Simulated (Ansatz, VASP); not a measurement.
AlRu: VASP beside Ansatz

```
Al Ru
1.0
     2.99160    0.00000    0.00000
     0.00000    2.99160    0.00000
     0.00000    0.00000    2.99160
Al Ru
1 1
Cartesian
  0.0000 0.0000 0.0000
  1.4958 1.4958 1.4958
```

Alike in both runs: task relaxation of cell and atoms; functional PBEsol; k mesh 16 × 16 × 16; occupations fermi-dirac, width 0.08 eV; no spin polarisation.

|  | VASP | Ansatz |
| --- | --- | --- |
| version | VASP 6.6.1 | Ansatz 0.2.0 |
| potentials or method | VASP PAW PBE potentials, release 64 (Al, Ru_pv) | PAW with Ansatz's default frozen-core files, scalar-relativistic |
| plane-wave cutoff (eV) | 600 | 420 |
| valence electrons in the cell | 17 | 19 |

```csv
,VASP,Ansatz,Ansatz less VASP
relaxed volume (Å³/atom),13.19,13.19,-0.003
relaxed cell length with the largest relative difference (Å),2.977,2.977,-0.0002
```

VASP's potentials were made for PBE, not for PBEsol. VASP's potentials hold 17 valence electrons a cell and Ansatz's 19, so a difference there can come from the potentials and not from the codes.
